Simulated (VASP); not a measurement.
Here is a VASP 6.6.1 calculation.

POSCAR

```
NaF
1.0
    0.0000000000      2.3929990000      2.2536010000
    2.3929990000      0.0000000000      2.2536010000
    2.3929990000      2.3929990000      0.0000000000
Na F
1 1
Direct
    0.0000000000      0.0000000000      0.0000000000
    0.5000000000      0.5000000000      0.5000000000
```

The input INCAR.step1:

```
PREC = Accurate ; ENCUT = 520
ISMEAR = 0 ; SIGMA = 0.05
LREAL = False ; LASPH = True
NELM = 100 ; NBANDS = 14
GGA = PE ; ALGO = Normal
EDIFF = 1E-4 ; LWAVE = True
LCHARG = False
```

File INCAR.step2:

```
PREC = Accurate ; ENCUT = 520
EDIFF = 1E-7 ; ISMEAR = 0
SIGMA = 0.05 ; LREAL = False
LASPH = True ; NELM = 100
ALGO = Normal ; ISIF = 2
LWAVE = False ; LCHARG = True
METAGGA = R2SCAN ; LMIXTAU = True
LELF = True ; LVHAR = True
NBANDS = 14 ; ISTART = 1
```

The input KPOINTS:

```
Automatic mesh
0
Gamma
  8 8 8
```

Potentials or basis: VASP PAW PBE potentials, release 64 (Na_pv, F).

Run with:

```console
$ cat potpaw_PBE.64/Na_pv/POTCAR potpaw_PBE.64/F/POTCAR > POTCAR
$ cp INCAR.step1 INCAR
$ mpirun -np 1 vasp_std > vasp.out
$ cp INCAR.step2 INCAR
$ mpirun -np 1 vasp_std > vasp.out
```

(1) Predict the band gap on the k mesh.

(2) Estimate the pressure.

Results:

(1) 6.96 eV, direct.

(2) -3.1 GPa.

Caveat: the cell differs from its parent crystal (strain +0.030 along x and y, -0.030 along z); the PAW data sets were made with another functional, which shifts forces and pressure a little.
